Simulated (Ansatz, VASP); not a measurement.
KF: VASP beside Ansatz

The input INCAR:

```
ALGO     = Normal         # electronic algorithm
EDIFF    = 1E-6           # SCF threshold, eV
ENCUT    = 520            # plane-wave cutoff, eV
GGA      = PE             # functional
ISIF     = 2              # what is computed and relaxed
ISMEAR   = -1             # smearing method
LASPH    = T              # aspherical terms in the spheres
LCHARG   = F              # write CHGCAR
LNONCOLLINEAR= T              # non-collinear magnetism
LORBIT   = 11             # projections on sites
LREAL    = F              # projectors in reciprocal space
LWAVE    = F              # write WAVECAR
MAGMOM   = -0.036 0.113 0.308 0 0 0 # initial moments
NBANDS   = 28             # bands
NELM     = 150            # most SCF steps
PREC     = Accurate       # precision mode
SIGMA    = 0.1            # smearing width, eV
```

KPOINTS

```
k-points
0
Gamma
  6 6 6
```

POSCAR

```
KF
1.0
    3.3228723057      0.0000000000      0.0000000000
    0.0000000000      3.3228723057      0.0000000000
    0.0000000000      0.0000000000      3.3228723057
K F
1 1
Direct
    0.0000000000      0.0000000000      0.0000000000
    0.5000000000      0.5000000000      0.5000000000
```

Contents of input.yaml:

```yaml
crystal:
  lattice:
    - [3.3228723057, 0.0, 0.0]
    - [0.0, 3.3228723057, 0.0]
    - [0.0, 0.0, 3.3228723057]
  atoms:
    - { symbol: K, position: [0.0, 0.0, 0.0], spin: 0.33, spin_axis: [-0.109076, 0.342379, 0.933209] }
    - { symbol: F, position: [0.5, 0.5, 0.5] }
kpoints:
  mp_grid: { grid: [6, 6, 6] }
scf:
  occupations: { method: fermi_dirac, width: 0.1 }
hamiltonian:
  xc: pbe
  pseudopotentials: { kind: all_electron, lapw: { basis_error: 0.001 } }
magnetization:
  noncollinear: true
output:
  forces: true
  stress: true
  eigenvalues: true
```

Change from the starting cell: volume scaled by 1.06.

Alike in both runs: task single point; functional PBE; k mesh 6 × 6 × 6; occupations fermi-dirac, width 0.1 eV; non-collinear spin.

|  | VASP | Ansatz |
| --- | --- | --- |
| version | VASP 6.6.1 | Ansatz 0.2.0 |
| potentials or method | VASP PAW PBE potentials, release 64 (K_sv, F), cutoff 520 eV | all-electron LAPW, scalar-relativistic |

Ansatz gave:

- gap on the k mesh at the Fermi level (eV): 5.89
- least direct gap on the mesh (eV): 5.95
- pressure (GPa): -1.7
- net moment per atom (μB): 0.00

Question: Estimate VASP's values.

Answer: gap on the k mesh at the Fermi level (eV): 5.88; least direct gap on the mesh (eV): 5.94; pressure (GPa): -1.7; net moment per atom (μB): 0.00.

Ansatz ran all-electron here, and VASP with PAW potentials.
